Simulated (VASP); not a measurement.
Set up this calculation in VASP 6.6.1, as the native input.

```
Task                   : single point
Functional             : PBEsol
Potentials or basis    : VASP PAW PBE potentials, release 64 (Mg)
Cutoff                 : 520 eV
k mesh                 : 15 × 15 × 15
Occupations            : fermi-dirac, width 0.05 eV
Spin                   : no spin polarisation
Dipole correction      : no
Further INCAR settings : ALGO = Normal; EDIFF = 1e-06; NBANDS = 7
```

The structure of Mg lies in POSCAR:

```
Mg
1.0
    0.0000000000      2.2649685314      2.2649685314
    2.2649685314      0.0000000000      2.2649685314
    2.2649685314      2.2649685314      0.0000000000
Mg
1
Direct
    0.0000000000      0.0000000000      0.0000000000
```

This isn't the form of Mg at room conditions, which is hcp.

One way to write it, as run:

INCAR

```
  PREC = Accurate
  ENCUT = 520
  EDIFF = 1E-6
  ISMEAR = -1
  SIGMA = 0.05
  LREAL = False
  LASPH = True
  NELM = 80
  ALGO = Normal
  ISIF = 2
  LWAVE = False
  LCHARG = False
  GGA = PS
  NBANDS = 7
```

KPOINTS

```
Automatic mesh
0
Gamma
  15 15 15
```

Potentials or basis: VASP PAW PBE potentials, release 64 (Mg).

Command:

```bash
$ cat potpaw_PBE.64/Mg/POTCAR > POTCAR
$ mpirun -np 1 vasp_std > vasp.out
```

Results of the run:

The pressure is -0.9 GPa. The band gap on the k mesh is zero (bands 1 and 2 overlap by 2.22 eV).

Caveat: the PAW data sets were made with another functional, which shifts forces and pressure a little.

Run time: 7.1 s on 1 thread of Intel(R) Xeon(R) Platinum 8259CL CPU @ 2.50GHz (Skylake/Cascade Lake), on a shared host, peak memory 0.15 GiB.
